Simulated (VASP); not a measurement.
Write the native input for VASP 6.6.1 that does the following.

| Item | Value |
| --- | --- |
| Task | single point |
| Functional | PBE |
| Dispersion | D4 |
| Potentials or basis | VASP PAW PBE potentials, release 64 (Au) |
| Cutoff | 520 eV |
| k mesh | 11 × 11 × 11 |
| Occupations | fermi-dirac, width 0.05 eV |
| Spin | no spin polarisation |
| Dipole correction | no |
| Further INCAR settings | ALGO = Fast; EDIFF = 1e-06; NBANDS = 12 |

The structure of Au lies in POSCAR:

```
Au
1.0
    0.0000000000      1.9934577312      1.9934577312
    1.9934577312      0.0000000000      1.9934577312
    1.9934577312      1.9934577312      0.0000000000
Au
1
Direct
    0.0000000000      0.0000000000      0.0000000000
```

These files were run (other wordings do the same):

INCAR

```
SYSTEM = Au
PREC = Accurate
ENCUT = 520
EDIFF = 1E-6
ISMEAR = -1
SIGMA = 0.05
LREAL = .FALSE.
LASPH = .TRUE.
NELM = 80
ALGO = Fast
ISIF = 2
LWAVE = .FALSE.
LCHARG = .FALSE.
GGA = PE
IVDW = 13
NBANDS = 12
```

KPOINTS

```
regular mesh
0
G
  11 11 11
  0 0 0
```

Potentials or basis: VASP PAW PBE potentials, release 64 (Au).

Run with:

```bash
$ cat potpaw_PBE.64/Au/POTCAR > POTCAR
$ mpirun -np 1 vasp_std > vasp.out
```

Results of the run:

```json
{
 "Pressure": "18.3 GPa",
 "Dispersion energy per atom": "-0.726 eV"
}
```

Caveat: pairwise dispersion overbinds metals, which lowers pressure and volume.

Wall time 10 s on 1 thread of Intel(R) Xeon(R) Platinum 8259CL CPU @ 2.50GHz (Skylake/Cascade Lake), with other jobs on the host, peak memory 0.14 GiB.
